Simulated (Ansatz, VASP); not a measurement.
## One calculation of Cl, two programs

File POSCAR:

```
Cl
1.0
   12.0000000000      0.0000000000      0.0000000000
    0.0000000000     12.2000000000      0.0000000000
    0.0000000000      0.0000000000     12.4000000000
Cl
2
Direct
    0.5000000000      0.5000000000      0.4197462684
    0.5000000000      0.5000000000      0.5802537316
```

INCAR.step1

```
SYSTEM = Cl
PREC = Accurate
ENCUT = 440
ISMEAR = 0
SIGMA = 0.01
LREAL = .False.
LASPH = .True.
NELM = 120
NBANDS = 14
GGA = PE
ALGO = Normal
EDIFF = 1E-5
LWAVE = .True.
LCHARG = .False.
GGA_COMPAT = .False.
NELMDL = -8
```

File INCAR.step2:

```
SYSTEM = Cl
PREC = Accurate
ENCUT = 440
EDIFF = 1E-6
ISMEAR = 0
SIGMA = 0.01
LREAL = .False.
LASPH = .True.
NELM = 120
ALGO = Normal
ISIF = 2
LWAVE = .False.
LCHARG = .False.
METAGGA = R2SCAN
LMIXTAU = .True.
NBANDS = 14
ISTART = 1
GGA_COMPAT = .False.
```

The input KPOINTS:

```
Automatic mesh
0
Gamma
  1 1 1
  0 0 0
```

Input for Ansatz:

```yaml
crystal:
  lattice:
    - [12.0, 0.0, 0.0]
    - [0.0, 12.2, 0.0]
    - [0.0, 0.0, 12.4]
  atoms:
    - { symbol: Cl, position: [0.5, 0.5, 0.4197462684] }
    - { symbol: Cl, position: [0.5, 0.5, 0.5802537316] }
basis:
  ecutwfc: 500
  ecutrho_ratio: 4
kpoints:
  mp_grid: { grid: [1, 1, 1] }
hamiltonian:
  xc: r2scan
scf:
  occupations: { method: gaussian, width: 0.01 }
  n_extra_bands: 9
output:
  forces: true
  stress: true
  eigenvalues: true
  populations: true
  dos: { projected: true, de: 0.02 }
  bader: false
```

Alike in both runs: task single point; functional r2SCAN; k mesh 1 × 1 × 1; occupations gaussian, width 0.01 eV; no spin polarisation.

|  | VASP | Ansatz |
| --- | --- | --- |
| version | VASP 6.6.1 | Ansatz 0.2.0 |
| potentials or method | VASP PAW PBE potentials, release 64 (Cl), cutoff 440 eV | scalar-relativistic, plane waves, PAW |
| valence electrons in the cell | 14 | 14 |

```csv
,VASP,Ansatz,Ansatz less VASP
gap on the k mesh at the Fermi level (eV),3.49,3.46,-0.028
rms of the force components (eV/Å),0.117,0.002,-0.1152
```

VASP's potentials were made for PBE, not for r2SCAN. Atom by atom the forces differ by 0.119 eV/Å (rms over components). One of these differences is far larger than is usual between the two programs; its cause wasn't traced. With one functional, cell and mesh, what is left measures potentials, basis and numerics.
